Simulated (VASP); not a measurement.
A run of VASP 6.6.1 is set up as follows.

File INCAR:

```
SYSTEM = Li4NbO4
  PREC = Accurate
  ENCUT = 520
  EDIFF = 1E-6
  ISMEAR = 0
  SIGMA = 0.05
  LREAL = .FALSE.
  LASPH = .TRUE.
  NELM = 60
  ALGO = Normal
  ISIF = 2
  LWAVE = .FALSE.
  LCHARG = .TRUE.
  GGA = PS
  LELF = .TRUE.
  LVHAR = .TRUE.
  NBANDS = 34
```

File KPOINTS:

```
Automatic mesh
0
G
  10 10 10
  0 0 0
```

The input POSCAR:

```
Li4NbO4
1.0
   -3.8119495391      3.8119495391      1.6301049253
    3.8119495391     -3.8119495391      1.6301049253
    3.8119495391      3.8119495391     -1.6301049253
Li Nb O
4 1 4
Direct
    0.2810325606      0.2104504461      0.4914830067
    0.8426719780      0.3341549847      0.1768269627
    0.1573280220      0.6658450153      0.8231730373
    0.6658450153      0.8426719780      0.5085169933
    0.0000000000      0.0000000000      0.0000000000
    0.7589255465      0.0797104317      0.8386359782
    0.9202895683      0.7589255465      0.6792151148
    0.0797104317      0.2410744535      0.3207848852
    0.2410744535      0.9202895683      0.1613640218
```

Potentials or basis: VASP PAW PBE potentials, release 64 (Li_sv, Nb_sv, O).

Launch:

```bash
$ cat potpaw_PBE.64/Li_sv/POTCAR potpaw_PBE.64/Nb_sv/POTCAR potpaw_PBE.64/O/POTCAR > POTCAR
$ mpirun -np 1 vasp_std > vasp.out
```

(1) Estimate the band gap on the k mesh.

(2) Predict the largest force.

Answers

(1) zero (an odd number of electrons rules out a gap without spin polarisation).

(2) 4.975 eV/Å.

Caveat: the cell differs from its parent crystal (atom 1 (Li) moved by +0.405 Å along [1 0 0] and +0.405 Å along [0 1 0]); the PAW data sets were made with another functional, which shifts forces and pressure a little; an odd number of electrons without spin polarisation forces a metal; a magnetic or distorted state may lie lower.
